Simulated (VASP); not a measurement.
Runs of VASP 6.6.1 on Ni. The structure is that of space group P6_3/mmc (No. 194), or close to it. The cells are those of the table. This isn't the form of Ni at room conditions, which is fcc.

```tsv
task	cell	k mesh	cutoff (eV)	gap on the mesh (eV)	pressure (GPa)	moment (μB)
single point	a = 2.506, b = 2.506, c = 8.201 Å, angles 90.0, 90.0, 120.0°, 4 atoms	19 × 19 × 5	520	none	0.0	2.57
single point	a = 2.506, b = 2.506, c = 8.201 Å, angles 90.0, 90.0, 120.0°, 4 atoms	16 × 16 × 5	520	none	(b)	2.48
single point	a = 2.472, b = 2.472, c = 8.090 Å, angles 90.0, 90.0, 120.0°, 4 atoms	16 × 16 × 5	520	none	8.0	(a)
relaxation of cell and atoms	relaxed from a = 2.492, b = 2.492, c = 8.138 Å, angles 90.0, 90.0, 120.0°, 4 atoms	14 × 14 × 4	600	none	-0.1	2.57
```

Alike in all rows: level revPBE; potentials or basis VASP PAW PBE potentials, release 64 (Ni); spin collinear, ferromagnetic start; smearing fermi-dirac 0.05 eV.

Question: Estimate the missing entries.

Answer: (a) 2.42; (b) -0.2.

Caveats: the PAW data sets were made with another functional, which shifts forces and pressure a little; the cell stands under pressure (at least some runs).

A gap of «none» marks levels without a gap at the run's occupations.
